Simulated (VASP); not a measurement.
# Al3GaN4 (P-42m) in VASP: a series of runs

Runs on Al3GaN4. Level: r2SCAN. Tasks: single point.

Everything below comes from runs of VASP 6.6.1. Logs are shortened: lines on timing, memory, paths and dates and some standing lists are left out, and cuts for length are marked.

### 1 The cell of the first run

Symmetry: P-42m, No. 111, tetragonal system. Conventional cell: a = 4.577 Å, b = 4.577 Å, c = 4.225 Å, α = 90.00°, β = 90.00°, γ = 90.00°. Within 2.5 Å of Al (site symmetry -42m) lie 4 N at 1.92 Å. Al (site symmetry 222) has 4 N at 1.92 Å within 2.5 Å. Ga (site symmetry -42m) has 4 N at 1.98 Å within 2.6 Å. Within 2.5 Å of N (site symmetry m) lie 3 Al at 1.92 Å and 1 Ga at 1.98 Å.

### 2 Single point, r2SCAN (strain +0.040 along x and y, -0.040 along z)

Contents of POSCAR:

```
Al3GaN4
1.0
    4.5772867843      0.0000000000      0.0000000000
    0.0000000000      4.5772867843      0.0000000000
    0.0000000000      0.0000000000      4.2251878009
Al Ga N
3 1 4
Direct
    0.5000000000      0.5000000000      0.0000000000
    0.5000000000      0.0000000000      0.5000000000
    0.0000000000      0.5000000000      0.5000000000
    0.0000000000      0.0000000000      0.0000000000
    0.7444581602      0.7444581602      0.2555418398
    0.7444581602      0.2555418398      0.7444581602
    0.2555418398      0.7444581602      0.7444581602
    0.2555418398      0.2555418398      0.2555418398
```

Contents of INCAR.step1:

```
PREC = Accurate
ENCUT = 520
ISMEAR = 0
SIGMA = 0.05
LREAL = F
LASPH = T
NELM = 60
NBANDS = 31
GGA = PE
ALGO = Normal
EDIFF = 1E-4
LWAVE = T
LCHARG = F
```

Contents of INCAR.step2:

```
PREC = Accurate
ENCUT = 520
EDIFF = 1E-7
ISMEAR = 0
SIGMA = 0.05
LREAL = F
LASPH = T
NELM = 60
ALGO = Normal
ISIF = 2
LWAVE = F
LCHARG = F
METAGGA = R2SCAN
LMIXTAU = T
NBANDS = 31
ISTART = 1
```

Contents of KPOINTS:

```
Automatic mesh
0
Gamma
  6 6 6
```

Potentials or basis: VASP PAW PBE potentials, release 64 (Al, Ga_d, N).

The run is started by

```sh
$ cat potpaw_PBE.64/Al/POTCAR potpaw_PBE.64/Ga_d/POTCAR potpaw_PBE.64/N/POTCAR > POTCAR
$ cp INCAR.step1 INCAR
$ mpirun -np 1 vasp_std > vasp.out
$ cp INCAR.step2 INCAR
$ mpirun -np 1 vasp_std > vasp.out
```

OUTCAR:

```text
PREC = Accurate
   ENCUT = 520
   EDIFF = 1E-7
   ISMEAR = 0
   LREAL = F
   LASPH = T
   NELM = 60
   ISIF = 2
   METAGGA = R2SCAN
   ISTART = 1

 ion  position               nearest neighbor table
   1  0.500  0.500  0.000-   5 1.92   6 1.92   7 1.92   8 1.92   2 3.11   3 3.11   2 3.11   3 3.11
                             2 3.11   2 3.11   3 3.11   3 3.11
   2  0.500  0.000  0.500-   5 1.92   6 1.92   7 1.92   8 1.92   1 3.11   4 3.11   1 3.11   4 3.11
                             1 3.11   1 3.11   4 3.11   4 3.11   3 3.24   3 3.24   3 3.24   3 3.24
   3  0.000  0.500  0.500-   5 1.92   6 1.92   7 1.92   8 1.92   1 3.11   4 3.11   1 3.11   4 3.11
                             4 3.11   4 3.11   1 3.11   1 3.11   2 3.24   2 3.24   2 3.24   2 3.24
   4  0.000  0.000  0.000-   5 1.98   6 1.98   7 1.98   8 1.98   2 3.11   3 3.11   2 3.11   3 3.11
                             3 3.11   3 3.11   2 3.11   2 3.11
   5  0.744  0.744  0.256-   1 1.92   2 1.92   3 1.92   4 1.98
   6  0.744  0.256  0.744-   1 1.92   2 1.92   3 1.92   4 1.98
   7  0.256  0.744  0.744-   1 1.92   2 1.92   3 1.92   4 1.98
   8  0.256  0.256  0.256-   1 1.92   2 1.92   3 1.92   4 1.98

  LATTYP: Found a simple tetragonal cell.
 ALAT       =     4.5772867843
 C/A-ratio  =     0.9230769231

  Lattice vectors:

 A1 = (   4.5772867843,   0.0000000000,   0.0000000000)
 A2 = (   0.0000000000,   4.5772867843,   0.0000000000)
 A3 = (   0.0000000000,   0.0000000000,   4.2251878009)

Analysis of symmetry for initial positions (statically):
=====================================================================
 Subroutine PRICEL returns:
 Original cell was already a primitive cell.

 Routine SETGRP: Setting up the symmetry group for a
 simple tetragonal supercell.

 Subroutine GETGRP returns: Found  8 space group operations
 (whereof  8 operations were pure point group operations)
 out of a pool of 16 trial point group operations.

The static configuration has the point symmetry D_2d.

Analysis of symmetry for dynamics (positions and initial velocities):
=====================================================================
 Subroutine PRICEL returns:
 Original cell was already a primitive cell.

 Routine SETGRP: Setting up the symmetry group for a
 simple tetragonal supercell.

 Subroutine GETGRP returns: Found  8 space group operations
 (whereof  8 operations were pure point group operations)
 out of a pool of 16 trial point group operations.

The dynamic configuration has the point symmetry D_2d.

 Subroutine INISYM returns: Found  8 space group operations
 (whereof  8 operations are pure point group operations),
 and found     1 'primitive' translations

----------------------------------------------------------------------------------------

                                     Primitive cell

  volume of cell :      88.5243

  direct lattice vectors                    reciprocal lattice vectors
     4.577286784  0.000000000  0.000000000     0.218470034  0.000000000  0.000000000
     0.000000000  4.577286784  0.000000000     0.000000000  0.218470034  0.000000000
     0.000000000  0.000000000  4.225187801     0.000000000  0.000000000  0.236675870

  length of vectors
     4.577286784  4.577286784  4.225187801     0.218470034  0.218470034  0.236675870

  position of ions in fractional coordinates (direct lattice)
     0.500000000  0.500000000  0.000000000
     0.500000000  0.000000000  0.500000000
     0.000000000  0.500000000  0.500000000
     0.000000000  0.000000000  0.000000000
     0.744458160  0.744458160  0.255541840
     0.744458160  0.255541840  0.744458160
     0.255541840  0.744458160  0.744458160
     0.255541840  0.255541840  0.255541840

  ion indices of the primitive-cell ions
   primitive index   ion index
                 1           1
                 2           2
                 3           3
                 4           4
                 5           5
                 6           6
                 7           7
                 8           8

----------------------------------------------------------------------------------------

 KPOINTS: Automatic mesh

Automatic generation of k-mesh.
 Grid dimensions read from file:
 generate k-points for:    6    6    6

 Generating k-lattice:

  Cartesian coordinates                     Fractional coordinates (reciprocal lattice)
     0.036411672  0.000000000  0.000000000     0.166666667  0.000000000  0.000000000
     0.000000000  0.036411672  0.000000000     0.000000000  0.166666667  0.000000000
     0.000000000  0.000000000  0.039445978     0.000000000  0.000000000  0.166666667

  Length of vectors
     0.036411672  0.036411672  0.039445978

  Shift w.r.t. Gamma in fractional coordinates (k-lattice)
     0.000000000  0.000000000  0.000000000

 Subroutine IBZKPT returns following result:
 ===========================================

 Found     40 irreducible k-points:

 Following reciprocal coordinates:
            Coordinates               Weight
  0.000000  0.000000  0.000000      1.000000
  0.166667  0.000000  0.000000      4.000000
  0.333333  0.000000  0.000000      4.000000
  0.500000  0.000000  0.000000      2.000000
  0.166667  0.166667  0.000000      4.000000
  0.333333  0.166667  0.000000      8.000000
[... 16 lines left out ...]
  0.333333  0.000000  0.333333      8.000000
  0.500000  0.000000  0.333333      4.000000
 [... further k-points ...]
   k-points           NKPTS =     40   k-points in BZ     NKDIM =     40   number of bands    NBANDS=     31
   number of dos      NEDOS =    301   number of ions     NIONS =      8
   total plane-waves  NPLWV =  41472
   dimension x,y,z NGX =    36 NGY =   36 NGZ =   32
   dimension x,y,z NGXF=    72 NGYF=   72 NGZF=   64
   ions per type =               3   1   4
   NGX,Y,Z   is equivalent  to a cutoff of  13.08, 13.08, 12.59 a.u.
   NGXF,Y,Z  is equivalent  to a cutoff of  26.15, 26.15, 25.18 a.u.
 SYSTEM =  unknown system
   PREC   = accura    normal or accurate (medium, high low for compatibility)
   ISTART =      1    job   : 0-new  1-cont  2-samecut
   ICHARG =      0    charge: 1-file 2-atom 10-const
   ISPIN  =      1    spin polarized calculation?
   LNONCOLLINEAR =      F non collinear calculations
   LSORBIT =      F    spin-orbit coupling
   LASPH  =      T    aspherical Exc in radial PAW
   ENCUT  =  520.0 eV  38.22 Ry    6.18 a.u.   8.51  8.51  7.86*2*pi/ulx,y,z
   NELM   =     60;   NELMIN=  2; NELMDL=  0     # of ELM steps
   EDIFF  = 0.1E-06   stopping-criterion for ELM
   LREAL  =      F    real-space projection
   EDIFFG = 0.1E-05   stopping-criterion for IOM
   NSW    =      0    number of steps for IOM
   IBRION =     -1    ionic relax: 0-MD 1-quasi-New 2-CG
   NFREE  =      0    steps in history (QN), initial steepest desc. (CG)
   ISIF   =      2    stress and relaxation
   ISYM   =      2    0-nonsym 1-usesym 2-fastsym
   POTIM  = 0.5000    time-step for ionic-motion
   TEBEG  =    0.0;   TEEND  =   0.0 temperature during run
   PSTRESS=    0.0 pullay stress
   NELECT =      42.0000    total number of electrons
   NUPDOWN=      -1.0000    fix difference up-down
   EMIN   =  10.00;   EMAX   =-10.00  energy-range for DOS
   EFERMI =   0.00;   METHOD = LEGACY
   ISMEAR =     0;   SIGMA  =   0.05  broadening in eV -4-tet -1-fermi 0-gaus
   EFERMI_NEDOS =   21; number of points for ismear=-14 and -15
   IALGO  =     38    algorithm
   IMIX   =      4    mixing-type and parameters
     AMIX     =   0.40;   BMIX     =  1.00
     AMIX_MAG =   1.60;   BMIX_MAG =  1.00
  volume/ion in A,a.u.               =      11.07        74.67
  Fermi-wavevector in a.u.,A,eV,Ry     =   1.276842  2.412882 22.181926  1.630326
  Thomas-Fermi vector in A             =   2.409475
   LORBIT       =      0    0 simple, 1 ext, 2 COOP (PROOUT), +10 PAW based schemes
   METAGGA = R2SCAN    functional components
   LHFCALC =     F    Hartree Fock is set to
   AEXX    =    0.0000 exact exchange contribution
   IVDW    =     0    specifies the selected vdW correction
   LEPSILON=     F    determine dielectric tensor
   LRPA    =     F    only Hartree local field effects (RPA)
 non-spin polarized calculation
 Gauss-broadening in eV      SIGMA  =   0.05
  energy-cutoff  :      520.00
  volume of cell :       88.52
 maximum number of plane-waves:      2404
 NGX is ok and might be reduce to    36
   NGX = 17   NGY = 17   NGZ = 15

 number of electron      42.0000002 magnetization

 Free energy of the ion-electron system (eV)
  ---------------------------------------------------
  ext. energy  EPLUGINS =         0.00000000
  ---------------------------------------------------
  free energy    TOTEN  =       -79.21258471 eV

  energy without entropy =      -79.21258471  energy(sigma->0) =      -79.21258471

 E-fermi :   5.5850     XC(G=0): -11.5768

 val. band max:        5.3574764064   @ k =   0.0000   0.0000   0.0000
 cond. band min:       8.9142895779   @ k =   0.0000   0.0000   0.0000
 fundamental gap:      3.5568131715
 Fermi energy:         5.5850248252

 k-point     1 :       0.0000    0.0000    0.0000
  band No.  band energies     occupation
      1     -10.5852      2.00000
      2      -8.8608      2.00000
      3      -8.8608      2.00000
      4      -8.7875      2.00000
      5      -7.8952      2.00000
      6      -7.8606      2.00000
[... 23 lines left out ...]
     30      17.7137      0.00000
     31      17.7137      0.00000

 k-point     2 :       0.1667    0.0000    0.0000
  band No.  band energies     occupation
      1     -10.4698      2.00000
      2      -8.9404      2.00000
      3      -8.8644      2.00000
      4      -8.7925      2.00000
      5      -7.8941      2.00000
      6      -7.8578      2.00000
[... 740 lines left out ...]
 k-point    24 :       0.5000    0.0000    0.3333
  band No.  band energies     occupation
      1      -9.4946      2.00000
      2      -9.3256      2.00000
      3      -9.0122      2.00000
      4      -8.8490      2.00000
      5      -7.8660      2.00000
      6      -7.8390      2.00000
[... 23 lines left out ...]
     30      15.7168      0.00000
     31      16.4681      0.00000

 [... further k-points ...]

------------------------ aborting loop because EDIFF is reached ----------------------------------------

  FORCE on cell =-STRESS in cart. coord.  units (eV):
  Direction    XX          YY          ZZ          XY          YZ          ZX
  --------------------------------------------------------------------------------------
  -------------------------------------------------------------------------------------
  Total       -6.0129411     -6.0129411     -0.7913363      0.0000000     -0.0000000      0.0000000
  in kB     -108.8266514   -108.8266514    -14.3221888      0.0000000     -0.0000000      0.0000000
  external PRESSURE =     -77.3251639 kB  Pullay stress =       0.0000000 kB

 VOLUME and BASIS-vectors are now :
 -----------------------------------------------------------------------------
  energy-cutoff  :      520.00
  volume of cell :       88.52
      direct lattice vectors                 reciprocal lattice vectors
     4.577286784  0.000000000  0.000000000     0.218470034  0.000000000  0.000000000
     0.000000000  4.577286784  0.000000000     0.000000000  0.218470034  0.000000000
     0.000000000  0.000000000  4.225187801     0.000000000  0.000000000  0.236675870

 POSITION                                       TOTAL-FORCE (eV/Angst)
 -----------------------------------------------------------------------------------
      2.28864      2.28864      0.00000         0.000000      0.000000      0.000000
      2.28864      0.00000      2.11259         0.000000      0.000000      0.000000
      0.00000      2.28864      2.11259         0.000000      0.000000      0.000000
      0.00000      0.00000      0.00000         0.000000      0.000000      0.000000
      3.40760      3.40760      1.07971        -0.004010     -0.004010      0.099227
      3.40760      1.16969      3.14548        -0.004010      0.004010     -0.099227
      1.16969      3.40760      3.14548         0.004010     -0.004010     -0.099227
      1.16969      1.16969      1.07971         0.004010      0.004010      0.099227
 -----------------------------------------------------------------------------------
    total drift:                                0.000000      0.000000      0.000000

  FREE ENERGIE OF THE ION-ELECTRON SYSTEM (eV)
  ---------------------------------------------------
  free  energy   TOTEN  =       -79.2125847130 eV

  energy  without entropy=      -79.2125847130  energy(sigma->0) =      -79.21258471
```

Run time: 8.6 min. Hardware: 1 thread of Intel Xeon 8259CL, shared host; peak memory 0.27 GiB.

Results:

```
Free energy            : -79.2126 eV
Pressure               : -7.7 GPa
Largest force          : 0.099 eV/Å
Band gap on the k mesh : 3.56 eV
```

Forces in eV/Å, atoms in the order of the input:
```
Al   0.000  0.000  0.000
Al   0.000  0.000  0.000
Al   0.000  0.000  0.000
Ga   0.000  0.000  0.000
N   -0.004 -0.004  0.099
N   -0.004  0.004 -0.099
N    0.004 -0.004 -0.099
N    0.004  0.004  0.099
```

Levels at points of the mesh, in eV from the valence-band top:
```
           k point  band 17  band 18  band 19  band 20  band 21  band 22  band 23  band 24  band 25  band 26
(0.00, 0.00, 0.00)    -1.95    -1.93    -0.30    -0.30     0.00     3.56     3.56     3.92     3.92     7.06
(0.50, 0.00, 0.00)    -2.97    -1.32    -1.21    -1.03    -0.92     5.79     5.79     6.22     6.28     8.73
(0.50, 0.50, 0.00)    -2.41    -1.41    -1.08    -1.07    -1.07     7.24     7.70     7.70     7.77     7.98
(0.00, 0.00, 0.50)    -2.65    -1.68    -1.68    -1.40    -1.40     6.07     6.14     7.02     7.02     8.43
(0.50, 0.00, 0.50)    -2.87    -0.91    -0.65    -0.64    -0.51     7.44     8.03     8.10     8.41     8.67
(0.50, 0.50, 0.50)    -1.02    -0.56    -0.55    -0.55    -0.21     5.49     7.05     7.07     7.07    10.00
```

Caveat: the cell differs from its parent crystal (strain +0.040 along x and y, -0.040 along z); the stress differs along the axes, from -11 to -1 GPa; the PAW data sets were made with another functional, which shifts forces and pressure a little. A k mesh can miss the band edges.

### 3 Single point, r2SCAN (strain +0.080 along x and y, -0.080 along z)

POSCAR, as its differences from that of step 2:

```diff
@@ -2,5 +2,5 @@
 1.0
-    4.5772867843      0.0000000000      0.0000000000
-    0.0000000000      4.5772867843      0.0000000000
-    0.0000000000      0.0000000000      4.2251878009
+    4.7533362760      0.0000000000      0.0000000000
+    0.0000000000      4.7533362760      0.0000000000
+    0.0000000000      0.0000000000      4.0491383092
 Al Ga N
```

Contents of INCAR.step1:

```
SYSTEM = Al3GaN4
ALGO     = Normal         ! electronic algorithm
EDIFF    = 1E-4           ! SCF threshold, eV
ENCUT    = 520            ! plane-wave cutoff, eV
GGA      = PE             ! functional
ISMEAR   = 0              ! smearing method
LASPH    = .TRUE.         ! aspherical terms in the spheres
LCHARG   = .FALSE.        ! write CHGCAR
LREAL    = .FALSE.        ! projectors in reciprocal space
LWAVE    = .TRUE.         ! write WAVECAR
NBANDS   = 31             ! bands
NELM     = 60             ! most SCF steps
PREC     = Accurate       ! precision mode
SIGMA    = 0.05           ! smearing width, eV
```

Contents of INCAR.step2:

```
SYSTEM = Al3GaN4
ALGO     = Normal         ! electronic algorithm
EDIFF    = 1E-6           ! SCF threshold, eV
ENCUT    = 520            ! plane-wave cutoff, eV
ISIF     = 2              ! what is computed and relaxed
ISMEAR   = 0              ! smearing method
ISTART   = 1            
LASPH    = .TRUE.         ! aspherical terms in the spheres
LCHARG   = .FALSE.        ! write CHGCAR
LMIXTAU  = .TRUE.       
LREAL    = .FALSE.        ! projectors in reciprocal space
LWAVE    = .FALSE.        ! write WAVECAR
METAGGA  = R2SCAN         ! meta-GGA
NBANDS   = 31             ! bands
NELM     = 60             ! most SCF steps
PREC     = Accurate       ! precision mode
SIGMA    = 0.05           ! smearing width, eV
```

Contents of KPOINTS:

```
k-points
0
G
  6 6 6
  0 0 0
```

Potentials or basis: VASP PAW PBE potentials, release 64 (Al, Ga_d, N).

The run is started by

```sh
$ cat potpaw_PBE.64/Al/POTCAR potpaw_PBE.64/Ga_d/POTCAR potpaw_PBE.64/N/POTCAR > POTCAR
$ cp INCAR.step1 INCAR
$ mpirun -np 1 vasp_std > vasp.out
$ cp INCAR.step2 INCAR
$ mpirun -np 1 vasp_std > vasp.out
```

It took 8.5 min on 1 thread of Intel Xeon 8259CL, shared host; peak memory 0.26 GiB.

It converged, with:

```yaml
Free_energy: -78.6145 eV
Pressure: -14.5 GPa
Largest_force: 0.150 eV/Å
Band_gap_on_the_k_mesh: 3.05 eV
```

Forces on the atoms (eV/Å):
```
Al   0.000  0.000  0.000
Al   0.000  0.000  0.000
Al   0.000  0.000  0.000
Ga   0.000  0.000  0.000
N    0.029  0.029  0.144
N    0.029 -0.029 -0.144
N   -0.029  0.029 -0.144
N   -0.029 -0.029  0.144
```

Stress tensor (GPa, compression positive):
```
-19.99   0.00   0.00
  0.00 -19.99   0.00
  0.00   0.00  -3.61
```

Levels at points of the mesh, in eV from the valence-band top:
```
           k point  band 17  band 18  band 19  band 20  band 21  band 22  band 23  band 24  band 25  band 26
(0.00, 0.00, 0.00)    -1.82    -1.78    -0.52    -0.52     0.00     3.05     3.31     3.94     3.94     6.04
(0.50, 0.00, 0.00)    -2.99    -1.33    -1.16    -1.02    -0.86     5.33     5.39     5.79     5.91     8.08
(0.50, 0.50, 0.00)    -2.20    -1.85    -1.55    -1.55    -1.50     6.43     7.08     7.16     7.16     7.41
(0.00, 0.00, 0.50)    -2.74    -2.02    -2.02    -1.77    -1.77     6.00     6.06     7.37     7.37     7.53
(0.50, 0.00, 0.50)    -3.11    -0.96    -0.78    -0.76    -0.55     6.74     7.69     7.89     8.27     8.40
(0.50, 0.50, 0.50)    -1.40    -0.55    -0.55    -0.54    -0.14     4.70     6.16     6.19     6.19     9.35
```

Caveat: the cell differs from its parent crystal (strain +0.080 along x and y, -0.080 along z); the stress differs along the axes, from -20 to -4 GPa; the PAW data sets were made with another functional, which shifts forces and pressure a little.

(Continued in part 2 of 2.)
